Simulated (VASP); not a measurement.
# Cu (P6_3/mmc) in VASP: a series of runs

Runs on Cu. Level: LDA. Tasks: single point.

All numbers are computed with VASP 6.6.1; they aren't measurements. Logs are shortened: lines on timing, memory, paths and dates and some standing lists are left out, and cuts for length are marked.

### 1 The cell of the first run

The structure is hexagonal, space group P6_3/mmc (No. 194). The conventional cell has a = 2.531 Å, b = 2.531 Å, c = 8.262 Å, α = 90.00°, β = 90.00°, γ = 120.00°. Within 3.3 Å of Cu (site symmetry -3m) lie 12 Cu at 2.53 Å. Within 3.3 Å of Cu (site symmetry -6m2) lie 12 Cu at 2.53 Å.

### 2 Single point, LDA

The input, INCAR:

```
SYSTEM = Cu
PREC = Accurate ; ENCUT = 520
EDIFF = 1E-7 ; ISMEAR = -1
SIGMA = 0.1 ; LREAL = .FALSE.
LASPH = .TRUE. ; NELM = 80
ALGO = Normal ; ISIF = 2
LWAVE = .FALSE. ; LCHARG = .FALSE.
NBANDS = 30
```

The input, KPOINTS:

```
Automatic mesh
0
G
  10 10 3
  0 0 0
```

The input, POSCAR:

```
Cu
1.0
    2.5307640000      0.0000000000      0.0000000000
   -1.2653820000      2.1917060000      0.0000000000
    0.0000000000      0.0000000000      8.2618150000
Cu
4
Direct
    0.0000000000      0.0000000000      0.0000000000
    0.3333333333      0.6666666667      0.2500000000
    0.0000000000      0.0000000000      0.5000000000
    0.6666666667      0.3333333333      0.7500000000
```

Potentials or basis: VASP PAW LDA potentials, release 64 (Cu).

Run with:

```
$ cat potpaw_LDA.64/Cu/POTCAR > POTCAR
$ mpirun -np 1 vasp_std > vasp.out
```

OUTCAR:

```text
SYSTEM = Cu
   PREC = Accurate
   ENCUT = 520
   EDIFF = 1E-7
   ISMEAR = -1
   LREAL = .FALSE.
   LASPH = .TRUE.
   NELM = 80
   ISIF = 2

 ion  position               nearest neighbor table
   1  0.000  0.000  0.000-   2 2.53   4 2.53   4 2.53   2 2.53   4 2.53   2 2.53
   2  0.333  0.667  0.250-   1 2.53   3 2.53   1 2.53   3 2.53   1 2.53   3 2.53
   3  0.000  0.000  0.500-   2 2.53   4 2.53   4 2.53   2 2.53   4 2.53   2 2.53
   4  0.667  0.333  0.750-   1 2.53   3 2.53   1 2.53   3 2.53   1 2.53   3 2.53

  LATTYP: Found a hexagonal cell.
 ALAT       =     2.5307640000
 C/A-ratio  =     3.2645537079

  Lattice vectors:

 A1 = (   2.5307640000,   0.0000000000,   0.0000000000)
 A2 = (  -1.2653820000,   2.1917060000,   0.0000000000)
 A3 = (   0.0000000000,   0.0000000000,   8.2618150000)

Analysis of symmetry for initial positions (statically):
=====================================================================
 Subroutine PRICEL returns:
 Original cell was already a primitive cell.

 Routine SETGRP: Setting up the symmetry group for a
 hexagonal supercell.

 Subroutine GETGRP returns: Found 24 space group operations
 (whereof 12 operations were pure point group operations)
 out of a pool of 24 trial point group operations.

The static configuration has the point symmetry D_3d.
 The point group associated with its full space group is D_6h.

Analysis of symmetry for dynamics (positions and initial velocities):
=====================================================================
 Subroutine PRICEL returns:
 Original cell was already a primitive cell.

 Routine SETGRP: Setting up the symmetry group for a
 hexagonal supercell.

 Subroutine GETGRP returns: Found 24 space group operations
 (whereof 12 operations were pure point group operations)
 out of a pool of 24 trial point group operations.

The dynamic configuration has the point symmetry D_3d.
 The point group associated with its full space group is D_6h.

 Subroutine INISYM returns: Found 24 space group operations
 (whereof 12 operations are pure point group operations),
 and found     1 'primitive' translations

----------------------------------------------------------------------------------------

                                     Primitive cell

  volume of cell :      45.8257

  direct lattice vectors                    reciprocal lattice vectors
     2.530764000  0.000000000  0.000000000     0.395137595  0.228132788  0.000000000
    -1.265382000  2.191706000  0.000000000     0.000000000  0.456265576  0.000000000
     0.000000000  0.000000000  8.261815000     0.000000000  0.000000000  0.121038779

  length of vectors
     2.530764000  2.530764074  8.261815000     0.456265589  0.456265576  0.121038779

  position of ions in fractional coordinates (direct lattice)
     0.000000000  0.000000000  0.000000000
     0.333333333  0.666666667  0.250000000
     0.000000000  0.000000000  0.500000000
     0.666666667  0.333333333  0.750000000

  ion indices of the primitive-cell ions
   primitive index   ion index
                 1           1
                 2           2
                 3           3
                 4           4

----------------------------------------------------------------------------------------

 KPOINTS: Automatic mesh

Automatic generation of k-mesh.
 Grid dimensions read from file:
 generate k-points for:   10   10    3

 Generating k-lattice:

  Cartesian coordinates                     Fractional coordinates (reciprocal lattice)
     0.039513759  0.022813279  0.000000000     0.100000000  0.000000000  0.000000000
     0.000000000  0.045626558  0.000000000     0.000000000  0.100000000  0.000000000
     0.000000000  0.000000000  0.040346260     0.000000000  0.000000000  0.333333333

  Length of vectors
     0.045626559  0.045626558  0.040346260

  Shift w.r.t. Gamma in fractional coordinates (k-lattice)
     0.000000000  0.000000000  0.000000000

 Subroutine IBZKPT returns following result:
 ===========================================

 Found     28 irreducible k-points:

 Following reciprocal coordinates:
            Coordinates               Weight
  0.000000  0.000000  0.000000      1.000000
  0.100000  0.000000  0.000000      6.000000
  0.200000  0.000000  0.000000      6.000000
  0.300000  0.000000  0.000000      6.000000
  0.400000  0.000000  0.000000      6.000000
  0.500000  0.000000  0.000000      3.000000
[... 16 lines left out ...]
  0.300000  0.100000  0.333333     24.000000
  0.400000  0.100000  0.333333     24.000000
 [... further k-points ...]
   k-points           NKPTS =     28   k-points in BZ     NKDIM =     28   number of bands    NBANDS=     30
   number of dos      NEDOS =    301   number of ions     NIONS =      4
   total plane-waves  NPLWV =  25600
   dimension x,y,z NGX =    20 NGY =   20 NGZ =   64
   dimension x,y,z NGXF=    40 NGYF=   40 NGZF=  128
   ions per type =               4
   NGX,Y,Z   is equivalent  to a cutoff of  13.14, 13.14, 12.88 a.u.
   NGXF,Y,Z  is equivalent  to a cutoff of  26.28, 26.28, 25.76 a.u.
 SYSTEM =  Cu
   PREC   = accura    normal or accurate (medium, high low for compatibility)
   ISTART =      0    job   : 0-new  1-cont  2-samecut
   ICHARG =      2    charge: 1-file 2-atom 10-const
   ISPIN  =      1    spin polarized calculation?
   LNONCOLLINEAR =      F non collinear calculations
   LSORBIT =      F    spin-orbit coupling
   LASPH  =      T    aspherical Exc in radial PAW
   ENCUT  =  520.0 eV  38.22 Ry    6.18 a.u.   4.71  4.71 15.36*2*pi/ulx,y,z
   NELM   =     80;   NELMIN=  2; NELMDL= -5     # of ELM steps
   EDIFF  = 0.1E-06   stopping-criterion for ELM
   LREAL  =      F    real-space projection
   EDIFFG = 0.1E-05   stopping-criterion for IOM
   NSW    =      0    number of steps for IOM
   IBRION =     -1    ionic relax: 0-MD 1-quasi-New 2-CG
   NFREE  =      0    steps in history (QN), initial steepest desc. (CG)
   ISIF   =      2    stress and relaxation
   ISYM   =      2    0-nonsym 1-usesym 2-fastsym
   POTIM  = 0.5000    time-step for ionic-motion
   TEBEG  =    0.0;   TEEND  =   0.0 temperature during run
   PSTRESS=    0.0 pullay stress
   NELECT =      44.0000    total number of electrons
   NUPDOWN=      -1.0000    fix difference up-down
   EMIN   =  10.00;   EMAX   =-10.00  energy-range for DOS
   EFERMI =   0.00;   METHOD = LEGACY
   ISMEAR =    -1;   SIGMA  =   0.10  broadening in eV -4-tet -1-fermi 0-gaus
   EFERMI_NEDOS =   21; number of points for ismear=-14 and -15
   IALGO  =     38    algorithm
   IMIX   =      4    mixing-type and parameters
     AMIX     =   0.40;   BMIX     =  1.00
     AMIX_MAG =   1.60;   BMIX_MAG =  1.00
  volume/ion in A,a.u.               =      11.46        77.31
  Fermi-wavevector in a.u.,A,eV,Ry     =   1.615062  3.052025 35.489789  2.608426
  Thomas-Fermi vector in A             =   2.709870
   LORBIT       =      0    0 simple, 1 ext, 2 COOP (PROOUT), +10 PAW based schemes
   GGA     = CA    functional components
   LHFCALC =     F    Hartree Fock is set to
   AEXX    =    0.0000 exact exchange contribution
   IVDW    =     0    specifies the selected vdW correction
   LEPSILON=     F    determine dielectric tensor
   LRPA    =     F    only Hartree local field effects (RPA)
 non-spin polarized calculation
  energy-cutoff  :      520.00
  volume of cell :       45.83
 maximum number of plane-waves:      1255
 NGX is ok and might be reduce to    20
   NGX =  9   NGY =  9   NGZ = 31

 number of electron      43.9999989 magnetization

 Free energy of the ion-electron system (eV)
  ---------------------------------------------------
  ext. energy  EPLUGINS =         0.00000000
  ---------------------------------------------------
  free energy    TOTEN  =       -18.76277337 eV

  energy without entropy =      -18.71318902  energy(sigma->0) =      -18.73798119

 E-fermi :   7.6699     XC(G=0): -13.2811

 val. band max:        7.6268414571   @ k =   0.3000   0.0000   0.3333
 cond. band min:       7.7668751152   @ k =   0.4000   0.1000   0.3333
 fundamental gap:      0.1400336581
 Fermi energy:         7.6698616414

 k-point     1 :       0.0000    0.0000    0.0000
  band No.  band energies     occupation
      1      -1.8567      2.00000
      2       0.2974      2.00000
      3       0.3131      2.00000
      4       2.4322      2.00000
      5       4.3023      2.00000
      6       4.3043      2.00000
[... 22 lines left out ...]
     29      29.9055      0.00000
     30      29.9251      0.00000

 k-point     2 :       0.1000    0.0000    0.0000
  band No.  band energies     occupation
      1      -1.5274      2.00000
      2       0.5894      2.00000
      3       0.6046      2.00000
      4       2.6245      2.00000
      5       4.1550      2.00000
      6       4.2262      2.00000
[... 22 lines left out ...]
     29      27.2982      0.00000
     30      27.3359      0.00000

 k-point     3 :       0.2000    0.0000    0.0000
  band No.  band energies     occupation
      1      -0.5752      2.00000
      2       1.3769      2.00000
      3       1.3900      2.00000
      4       3.0694      2.00000
      5       3.9275      2.00000
      6       4.0387      2.00000
[... 22 lines left out ...]
     29      22.6848      0.00000
     30      22.8280      0.00000

 k-point     4 :       0.3000    0.0000    0.0000
  band No.  band energies     occupation
      1       0.8429      2.00000
      2       2.2461      2.00000
      3       2.2591      2.00000
      4       3.2778      2.00000
      5       3.6923      2.00000
      6       3.8125      2.00000
[... 22 lines left out ...]
     29      22.4880      0.00000
     30      22.5842      0.00000

 k-point     5 :       0.4000    0.0000    0.0000
  band No.  band energies     occupation
      1       2.1653      2.00000
      2       2.5735      2.00000
      3       2.6896      2.00000
      4       3.1540      2.00000
      5       3.4997      2.00000
      6       3.6186      2.00000
[... 22 lines left out ...]
     29      20.4031      0.00000
     30      20.6655      0.00000
[... 526 lines left out ...]
     29      23.9629      0.00000
     30      24.0855      0.00000

 k-point    22 :       0.2000    0.1000    0.3333
  band No.  band energies     occupation
      1       0.5319      2.00000
      2       1.1432      2.00000
      3       2.8764      2.00000
      4       3.3221      2.00000
      5       3.7043      2.00000
      6       3.7468      2.00000
[... 22 lines left out ...]
     29      21.3899      0.00000
     30      22.0470      0.00000

 k-point    23 :       0.3000    0.1000    0.3333
  band No.  band energies     occupation
      1       1.9071      2.00000
      2       2.2370      2.00000
      3       3.0040      2.00000
      4       3.2984      2.00000
      5       3.4507      2.00000
      6       3.5819      2.00000
[... 22 lines left out ...]
     29      19.8159      0.00000
     30      20.1198      0.00000

 k-point    24 :       0.4000    0.1000    0.3333
  band No.  band energies     occupation
      1       2.6471      2.00000
      2       2.7716      2.00000
      3       2.9431      2.00000
      4       3.1171      2.00000
      5       3.3440      2.00000
      6       3.4365      2.00000
[... 22 lines left out ...]
     29      18.9587      0.00000
     30      19.3024      0.00000

 [... further k-points ...]
[... 5 lines left out ...]
  --------------------------------------------------------------------------------------
  -------------------------------------------------------------------------------------
  Total       -2.0105250     -2.0105252     -2.2827462      0.0000000      0.0000000      0.0000000
  in kB      -70.2927701    -70.2927756    -79.8102749      0.0000000      0.0000000      0.0000000
  external PRESSURE =     -73.4652735 kB  Pullay stress =       0.0000000 kB

 VOLUME and BASIS-vectors are now :
 -----------------------------------------------------------------------------
  energy-cutoff  :      520.00
  volume of cell :       45.83
      direct lattice vectors                 reciprocal lattice vectors
     2.530764000  0.000000000  0.000000000     0.395137595  0.228132788  0.000000000
    -1.265382000  2.191706000  0.000000000     0.000000000  0.456265576  0.000000000
     0.000000000  0.000000000  8.261815000     0.000000000  0.000000000  0.121038779

 POSITION                                       TOTAL-FORCE (eV/Angst)
 -----------------------------------------------------------------------------------
      0.00000      0.00000      0.00000         0.000000      0.000000     -0.000000
     -0.00000      1.46114      2.06545         0.000000     -0.000000     -0.000000
      0.00000      0.00000      4.13091         0.000000      0.000000     -0.000000
      1.26538      0.73057      6.19636        -0.000000      0.000000      0.000000
 -----------------------------------------------------------------------------------
    total drift:                                0.000000     -0.000000      0.000000

  FREE ENERGIE OF THE ION-ELECTRON SYSTEM (eV)
  ---------------------------------------------------
  free  energy   TOTEN  =       -18.7627733706 eV

  energy  without entropy=      -18.7131890157  energy(sigma->0) =      -18.73798119
```

It took 30 s on 1 thread of AMD EPYC 7R43 (Zen 3), shared host; peak memory 0.12 GiB.

Results:

```yaml
Free_energy: -18.7628 eV
Pressure: -7.3 GPa
Band_gap_on_the_k_mesh: zero (band 22 reaches 10.81 eV, above the bottom of band 23 at 5.93 eV)
```

Levels at points of the mesh, in eV from the Fermi level:
```csv
k point,band 21,band 22,band 23,band 24,band 25,band 26
"(0.00, 0.00, 0.00)",-1.98,-1.68,-1.68,-1.01,3.94,12.75
"(0.50, 0.00, 0.00)",-0.60,0.43,1.03,1.61,4.75,4.78
```

### 3 Single point, LDA

The input, INCAR:

```
PREC = Accurate
ENCUT = 520
EDIFF = 1E-6
ISMEAR = -1
SIGMA = 0.1
LREAL = F
LASPH = T
NELM = 80
ALGO = Normal
ISIF = 2
LWAVE = F
LCHARG = F
GGA = CA
NBANDS = 30
```

The input, KPOINTS:

```
Automatic mesh
0
Gamma
  10 10 3
```

POSCAR is that of step 2.

Potentials or basis: VASP PAW LDA potentials, release 64 (Cu).

Run with:

```
$ cat potpaw_LDA.64/Cu/POTCAR > POTCAR
$ mpirun -np 1 vasp_std > vasp.out
```

Run time: 28 s. Hardware: 1 thread of AMD EPYC 7R43 (Zen 3), shared host; peak memory 0.12 GiB.

It converged, with:

```
Free energy            : -18.7628 eV
Pressure               : -7.3 GPa
Band gap on the k mesh : zero (band 22 reaches 10.81 eV, above the bottom of band 23 at 5.93 eV)
```

Stress tensor (GPa, compression positive):
```
-6.96  0.00  0.00
 0.00 -6.96  0.00
 0.00  0.00 -7.92
```

Levels at points of the mesh, in eV from the Fermi level:
```csv
k point,band 20,band 21,band 22,band 23,band 24,band 25,band 26,band 27
"(0.00, 0.00, 0.00)",-1.98,-1.98,-1.68,-1.68,-1.01,3.94,12.75,12.76
"(0.50, 0.00, 0.00)",-1.52,-0.60,0.43,1.03,1.61,4.75,4.78,8.70
```
